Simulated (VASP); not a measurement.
Input of a VASP 6.6.1 run:

INCAR

```
SYSTEM = RuPt2
PREC = Accurate
ENCUT = 520
EDIFF = 1E-6
ISMEAR = 0
SIGMA = 0.1
LREAL = .FALSE.
LASPH = .TRUE.
NELM = 80
ALGO = Fast
ISIF = 2
LWAVE = .FALSE.
LCHARG = .TRUE.
GGA = PE
LELF = .TRUE.
LVHAR = .TRUE.
NBANDS = 24
```

The input KPOINTS:

```
regular mesh
0
G
  14 14 14
  0 0 0
```

Contents of POSCAR:

```
RuPt2
1.0
    0.0000000000      2.9917835265      2.9917835265
    2.9917835265      0.0000000000      2.9917835265
    2.9917835265      2.9917835265      0.0000000000
Ru Pt
1 2
Direct
    0.0000000000      0.0000000000      0.0000000000
    0.7500000000      0.7500000000      0.7500000000
    0.5000000000      0.5000000000      0.5000000000
```

Potentials or basis: VASP PAW PBE potentials, release 64 (Ru_pv, Pt).

Run with:

```console
$ cat potpaw_PBE.64/Ru_pv/POTCAR potpaw_PBE.64/Pt/POTCAR > POTCAR
$ mpirun -np 1 vasp_std > vasp.out
```

(1) Estimate the band gap on the k mesh.

(2) Predict the pressure.

## Answers

(1) zero (band 17 reaches 9.27 eV, above the bottom of band 18 at 8.77 eV).

(2) -0.4 GPa.

Caveat: spin-orbit coupling is left out, which moves the levels of the heavy elements.
